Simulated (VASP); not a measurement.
Input of a VASP 6.6.1 run:

The input INCAR:

```
SYSTEM = Li
ALGO     = Normal         ! electronic algorithm
EDIFF    = 1E-7           ! SCF threshold, eV
EDIFFG   = -0.005         ! ionic threshold
ENCUT    = 600            ! plane-wave cutoff, eV
GGA      = PE             ! functional
IBRION   = 2              ! ionic algorithm
ISIF     = 3              ! what is computed and relaxed
ISMEAR   = -1             ! smearing method
LASPH    = .TRUE.         ! aspherical terms in the spheres
LCHARG   = .FALSE.        ! write CHGCAR
LREAL    = .FALSE.        ! projectors in reciprocal space
LWAVE    = .FALSE.        ! write WAVECAR
NELM     = 60             ! most SCF steps
NSW      = 60             ! ionic steps
PREC     = Accurate       ! precision mode
PSTRESS  = 4.3          
SIGMA    = 0.1            ! smearing width, eV
```

The input KPOINTS:

```
k-points
0
G
  12 12 12
  0 0 0
```

POSCAR

```
Li
1.0
    0.0000000000      2.8965431502      2.8965431502
    2.8965431502      0.0000000000      2.8965431502
    2.8965431502      2.8965431502      0.0000000000
Li
2
Direct
   -0.1250000000     -0.1250000000     -0.1250000000
    0.1250000000      0.1250000000      0.1250000000
```

Potentials or basis: VASP PAW PBE potentials, release 64 (Li_sv).

Command:

```console
$ cat potpaw_PBE.64/Li_sv/POTCAR > POTCAR
$ mpirun -np 1 vasp_std > vasp.out
```

(1) Estimate the band gap on the k mesh.

(2) What does it give for the relaxed cell?

(3) Predict the relaxed volume.

(4) Predict the space group after relaxing (to 0.05 Å).

Answers

(1) zero (band 3 reaches 0.99 eV, above the bottom of band 4 at 0.18 eV).

(2) a = 4.055 Å, b = 4.055 Å, c = 4.055 Å, α = 60.00°, β = 60.00°, γ = 60.00°.

(3) 23.57 Å³/atom.

(4) Fd-3m (No. 227).

Caveat: the cutoff is under 1.25 times the usual one of these potentials, so pressure, stress and relaxed cells hold a basis-set (Pulay) error; the cell is relaxed towards a set pressure, so the enthalpy falls and the energy may rise.
